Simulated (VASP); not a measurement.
# TiO2 (P4_2/mnm) in VASP: single point with LDA

Aim: the single point of TiO2 with LDA.

All numbers are computed with VASP 6.6.1; they aren't measurements. Logs are shortened: lines on timing, memory, paths and dates and some standing lists are left out, and cuts for length are marked.

**1. The cell of the first run**

It takes space group P4_2/mnm (No. 136, tetragonal). Conventional cell: a = 4.231 Å, b = 4.231 Å, c = 3.151 Å, α = 90.00°, β = 90.00°, γ = 90.00°. Within 2.4 Å of Ti (site symmetry mmm) lie 6 O at 1.82 to 1.96 Å. Within 2.4 Å of O (site symmetry m2m) lie 3 Ti at 1.82 to 1.96 Å and 1 O at 2.35 Å.

**2. Single point, LDA**

INCAR

```
SYSTEM = TiO2
PREC = Accurate ; ENCUT = 1340
EDIFF = 1E-6 ; ISMEAR = 0
SIGMA = 0.05 ; LREAL = .FALSE.
LASPH = .TRUE. ; NELM = 120
ALGO = Normal ; ISIF = 2
LWAVE = .FALSE. ; LCHARG = .FALSE.
NBANDS = 33 ; GGA_COMPAT = .FALSE.
```

KPOINTS

```
regular mesh
0
G
  6 6 10
  0 0 0
```

POSCAR

```
TiO2
1.0
    4.2307000000      0.0000000000      0.0000000000
    0.0000000000      4.2307000000      0.0000000000
    0.0000000000      0.0000000000      3.1509000000
Ti O
2 4
Direct
    0.0000000000      0.0000000000      0.0000000000
    0.5000000000      0.5000000000      0.5000000000
    0.3039457556      0.3039457556      0.0000000000
    0.1960542444      0.8039457556      0.5000000000
    0.6960542444      0.6960542444      0.0000000000
    0.8039457556      0.1960542444      0.5000000000
```

Potentials or basis: VASP PAW LDA potentials, release 64 (Ti_sv, O_h).

Launch:

```
> cat potpaw_LDA.64/Ti_sv/POTCAR potpaw_LDA.64/O_h/POTCAR > POTCAR
> mpirun -np 1 vasp_std > vasp.out
```

OUTCAR:

```text
SYSTEM = TiO2
   PREC = Accurate
   ENCUT = 1340
   EDIFF = 1E-6
   ISMEAR = 0
   LREAL = .FALSE.
   LASPH = .TRUE.
   NELM = 120
   ISIF = 2

 ion  position               nearest neighbor table
   1  0.000  0.000  0.000-   3 1.82   5 1.82   4 1.96   6 1.96   4 1.96   6 1.96
   2  0.500  0.500  0.500-   4 1.82   6 1.82   5 1.96   3 1.96   3 1.96   5 1.96
   3  0.304  0.304  0.000-   1 1.82   2 1.96   2 1.96
   4  0.196  0.804  0.500-   2 1.82   1 1.96   1 1.96
   5  0.696  0.696  0.000-   1 1.82   2 1.96   2 1.96
   6  0.804  0.196  0.500-   2 1.82   1 1.96   1 1.96

  LATTYP: Found a simple tetragonal cell.
 ALAT       =     4.2307000000
 C/A-ratio  =     0.7447703690

  Lattice vectors:

 A1 = (   4.2307000000,   0.0000000000,   0.0000000000)
 A2 = (   0.0000000000,   4.2307000000,   0.0000000000)
 A3 = (   0.0000000000,   0.0000000000,   3.1509000000)

Analysis of symmetry for initial positions (statically):
=====================================================================
 Subroutine PRICEL returns:
 Original cell was already a primitive cell.

 Routine SETGRP: Setting up the symmetry group for a
 simple tetragonal supercell.

 Subroutine GETGRP returns: Found 16 space group operations
 (whereof  8 operations were pure point group operations)
 out of a pool of 16 trial point group operations.

The static configuration has the point symmetry D_2h.
 The point group associated with its full space group is D_4h.

Analysis of symmetry for dynamics (positions and initial velocities):
=====================================================================
 Subroutine PRICEL returns:
 Original cell was already a primitive cell.

 Routine SETGRP: Setting up the symmetry group for a
 simple tetragonal supercell.

 Subroutine GETGRP returns: Found 16 space group operations
 (whereof  8 operations were pure point group operations)
 out of a pool of 16 trial point group operations.

The dynamic configuration has the point symmetry D_2h.
 The point group associated with its full space group is D_4h.

 Subroutine INISYM returns: Found 16 space group operations
 (whereof  8 operations are pure point group operations),
 and found     1 'primitive' translations

----------------------------------------------------------------------------------------

                                     Primitive cell

  volume of cell :      56.3974

  direct lattice vectors                    reciprocal lattice vectors
     4.230700000  0.000000000  0.000000000     0.236367504  0.000000000  0.000000000
     0.000000000  4.230700000  0.000000000     0.000000000  0.236367504  0.000000000
     0.000000000  0.000000000  3.150900000     0.000000000  0.000000000  0.317369640

  length of vectors
     4.230700000  4.230700000  3.150900000     0.236367504  0.236367504  0.317369640

  position of ions in fractional coordinates (direct lattice)
     0.000000000  0.000000000  0.000000000
     0.500000000  0.500000000  0.500000000
     0.303945756  0.303945756  0.000000000
     0.196054244  0.803945756  0.500000000
     0.696054244  0.696054244  0.000000000
     0.803945756  0.196054244  0.500000000

  ion indices of the primitive-cell ions
   primitive index   ion index
                 1           1
                 2           2
                 3           3
                 4           4
                 5           5
                 6           6

----------------------------------------------------------------------------------------

 KPOINTS: regular mesh

Automatic generation of k-mesh.
 Grid dimensions read from file:
 generate k-points for:    6    6   10

 Generating k-lattice:

  Cartesian coordinates                     Fractional coordinates (reciprocal lattice)
     0.039394584  0.000000000  0.000000000     0.166666667  0.000000000  0.000000000
     0.000000000  0.039394584  0.000000000     0.000000000  0.166666667  0.000000000
     0.000000000  0.000000000  0.031736964     0.000000000  0.000000000  0.100000000

  Length of vectors
     0.039394584  0.039394584  0.031736964

  Shift w.r.t. Gamma in fractional coordinates (k-lattice)
     0.000000000  0.000000000  0.000000000

 Subroutine IBZKPT returns following result:
 ===========================================

 Found     60 irreducible k-points:

 Following reciprocal coordinates:
            Coordinates               Weight
  0.000000  0.000000  0.000000      1.000000
  0.166667  0.000000  0.000000      4.000000
  0.333333  0.000000  0.000000      4.000000
  0.500000  0.000000  0.000000      2.000000
  0.166667  0.166667  0.000000      4.000000
  0.333333  0.166667  0.000000      8.000000
[... 16 lines left out ...]
  0.333333  0.000000  0.200000      8.000000
  0.500000  0.000000  0.200000      4.000000
 [... further k-points ...]
   k-points           NKPTS =     60   k-points in BZ     NKDIM =     60   number of bands    NBANDS=     33
   number of dos      NEDOS =    301   number of ions     NIONS =      6
   total plane-waves  NPLWV = 116640
   dimension x,y,z NGX =    54 NGY =   54 NGZ =   40
   dimension x,y,z NGXF=   108 NGYF=  108 NGZF=   80
   ions per type =               2   4
   NGX,Y,Z   is equivalent  to a cutoff of  21.22, 21.22, 21.10 a.u.
   NGXF,Y,Z  is equivalent  to a cutoff of  42.44, 42.44, 42.21 a.u.
 SYSTEM =  TiO2
   PREC   = accura    normal or accurate (medium, high low for compatibility)
   ISTART =      0    job   : 0-new  1-cont  2-samecut
   ICHARG =      2    charge: 1-file 2-atom 10-const
   ISPIN  =      1    spin polarized calculation?
   LNONCOLLINEAR =      F non collinear calculations
   LSORBIT =      F    spin-orbit coupling
   LASPH  =      T    aspherical Exc in radial PAW
   ENCUT  = 1340.0 eV  98.49 Ry    9.92 a.u.  12.63 12.63  9.40*2*pi/ulx,y,z
   NELM   =    120;   NELMIN=  2; NELMDL= -5     # of ELM steps
   EDIFF  = 0.1E-05   stopping-criterion for ELM
   LREAL  =      F    real-space projection
   EDIFFG = 0.1E-04   stopping-criterion for IOM
   NSW    =      0    number of steps for IOM
   IBRION =     -1    ionic relax: 0-MD 1-quasi-New 2-CG
   NFREE  =      0    steps in history (QN), initial steepest desc. (CG)
   ISIF   =      2    stress and relaxation
   ISYM   =      2    0-nonsym 1-usesym 2-fastsym
   POTIM  = 0.5000    time-step for ionic-motion
   TEBEG  =    0.0;   TEEND  =   0.0 temperature during run
   PSTRESS=    0.0 pullay stress
   NELECT =      48.0000    total number of electrons
   NUPDOWN=      -1.0000    fix difference up-down
   EMIN   =  10.00;   EMAX   =-10.00  energy-range for DOS
   EFERMI =   0.00;   METHOD = LEGACY
   ISMEAR =     0;   SIGMA  =   0.05  broadening in eV -4-tet -1-fermi 0-gaus
   EFERMI_NEDOS =   21; number of points for ismear=-14 and -15
   IALGO  =     38    algorithm
   IMIX   =      4    mixing-type and parameters
     AMIX     =   0.40;   BMIX     =  1.00
     AMIX_MAG =   1.60;   BMIX_MAG =  1.00
  volume/ion in A,a.u.               =       9.40        63.43
  Fermi-wavevector in a.u.,A,eV,Ry     =   1.551442  2.931800 32.748847  2.406972
  Thomas-Fermi vector in A             =   2.655961
   LORBIT       =      0    0 simple, 1 ext, 2 COOP (PROOUT), +10 PAW based schemes
   GGA     = CA    functional components
   LHFCALC =     F    Hartree Fock is set to
   AEXX    =    0.0000 exact exchange contribution
   IVDW    =     0    specifies the selected vdW correction
   LEPSILON=     F    determine dielectric tensor
   LRPA    =     F    only Hartree local field effects (RPA)
 non-spin polarized calculation
 Gauss-broadening in eV      SIGMA  =   0.05
  energy-cutoff  :     1340.00
  volume of cell :       56.40
 maximum number of plane-waves:      6330
 NGX is ok and might be reduce to    54
   NGX = 25   NGY = 25   NGZ = 19

 number of electron      48.0000000 magnetization

 Free energy of the ion-electron system (eV)
  ---------------------------------------------------
  ext. energy  EPLUGINS =         0.00000000
  ---------------------------------------------------
  free energy    TOTEN  =       -57.92976927 eV

  energy without entropy =      -57.92976927  energy(sigma->0) =      -57.92976927

 E-fermi :   6.5844     XC(G=0): -12.5825

 val. band max:        6.2529037400   @ k =   0.0000   0.0000   0.0000
 cond. band min:       8.3379786267   @ k =   0.0000   0.0000   0.0000
 fundamental gap:      2.0850748868
 Fermi energy:         6.5844327461

 k-point     1 :       0.0000    0.0000    0.0000
  band No.  band energies     occupation
      1     -49.6063      2.00000
      2     -49.5666      2.00000
      3     -26.4614      2.00000
      4     -26.4614      2.00000
      5     -26.2139      2.00000
      6     -26.1767      2.00000
[... 25 lines left out ...]
     32      13.4226      0.00000
     33      13.4227      0.00000

 k-point     2 :       0.1667    0.0000    0.0000
  band No.  band energies     occupation
      1     -49.6036      2.00000
      2     -49.5692      2.00000
      3     -26.4483      2.00000
      4     -26.4454      2.00000
      5     -26.2080      2.00000
      6     -26.1964      2.00000
[... 25 lines left out ...]
     32      13.2544      0.00000
     33      13.3024      0.00000

 k-point     3 :       0.3333    0.0000    0.0000
  band No.  band energies     occupation
      1     -49.5962      2.00000
      2     -49.5764      2.00000
      3     -26.4127      2.00000
      4     -26.4051      2.00000
      5     -26.2438      2.00000
      6     -26.2357      2.00000
[... 25 lines left out ...]
     32      12.9500      0.00000
     33      13.0093      0.00000

 k-point     4 :       0.5000    0.0000    0.0000
  band No.  band energies     occupation
      1     -49.5862      2.00000
      2     -49.5862      2.00000
      3     -26.3793      2.00000
      4     -26.3793      2.00000
      5     -26.2729      2.00000
      6     -26.2729      2.00000
[... 673 lines left out ...]
     32      12.5925      0.00000
     33      12.7103      0.00000

 k-point    23 :       0.3333    0.0000    0.2000
  band No.  band energies     occupation
      1     -49.5863      2.00000
      2     -49.5703      2.00000
      3     -26.4304      2.00000
      4     -26.4086      2.00000
      5     -26.2828      2.00000
      6     -26.2640      2.00000
[... 25 lines left out ...]
     32      12.3496      0.00000
     33      13.2745      0.00000

 k-point    24 :       0.5000    0.0000    0.2000
  band No.  band energies     occupation
      1     -49.5782      2.00000
      2     -49.5782      2.00000
      3     -26.4171      2.00000
      4     -26.4171      2.00000
      5     -26.2662      2.00000
      6     -26.2662      2.00000
[... 25 lines left out ...]
     32      12.0722      0.00000
     33      13.9382      0.00000

 [... further k-points ...]
[... 5 lines left out ...]
  --------------------------------------------------------------------------------------
  -------------------------------------------------------------------------------------
  Total       10.7047289     10.7047289     -2.8347158     -0.0000000      0.0000000      0.0000000
  in kB      304.1075310    304.1075310    -80.5306179     -0.0000000      0.0000000      0.0000000
  external PRESSURE =     175.8948147 kB  Pullay stress =       0.0000000 kB

 VOLUME and BASIS-vectors are now :
 -----------------------------------------------------------------------------
  energy-cutoff  :     1340.00
  volume of cell :       56.40
      direct lattice vectors                 reciprocal lattice vectors
     4.230700000  0.000000000  0.000000000     0.236367504  0.000000000  0.000000000
     0.000000000  4.230700000  0.000000000     0.000000000  0.236367504  0.000000000
     0.000000000  0.000000000  3.150900000     0.000000000  0.000000000  0.317369640

 POSITION                                       TOTAL-FORCE (eV/Angst)
 -----------------------------------------------------------------------------------
      0.00000      0.00000      0.00000        -0.000000      0.000000     -0.000000
      2.11535      2.11535      1.57545        -0.000000      0.000000     -0.000000
      1.28590      1.28590      0.00000         0.373952      0.373952      0.000000
      0.82945      3.40125      1.57545        -0.373952      0.373952      0.000000
      2.94480      2.94480      0.00000        -0.373952     -0.373952     -0.000000
      3.40125      0.82945      1.57545         0.373952     -0.373952     -0.000000
 -----------------------------------------------------------------------------------
    total drift:                                0.000000     -0.000000      0.000000

  FREE ENERGIE OF THE ION-ELECTRON SYSTEM (eV)
  ---------------------------------------------------
  free  energy   TOTEN  =       -57.9297692735 eV

  energy  without entropy=      -57.9297692735  energy(sigma->0) =      -57.92976927
```

It took 5.6 min on 1 thread of AMD EPYC 9R45 (Zen 5), shared host; peak memory 0.47 GiB.

Results:

- Free energy: -57.9298 eV
- Pressure: 17.6 GPa
- Largest force: 0.529 eV/Å
- Band gap on the k mesh: 2.09 eV

Forces in eV/Å, atoms in the order of the input:
```
Ti   0.000  0.000  0.000
Ti   0.000  0.000  0.000
O    0.374  0.374  0.000
O   -0.374  0.374  0.000
O   -0.374 -0.374  0.000
O    0.374 -0.374  0.000
```

Caveat: the stress differs along the axes, from -8 to 30 GPa. As with any semilocal functional, this LDA gap is likely too small.
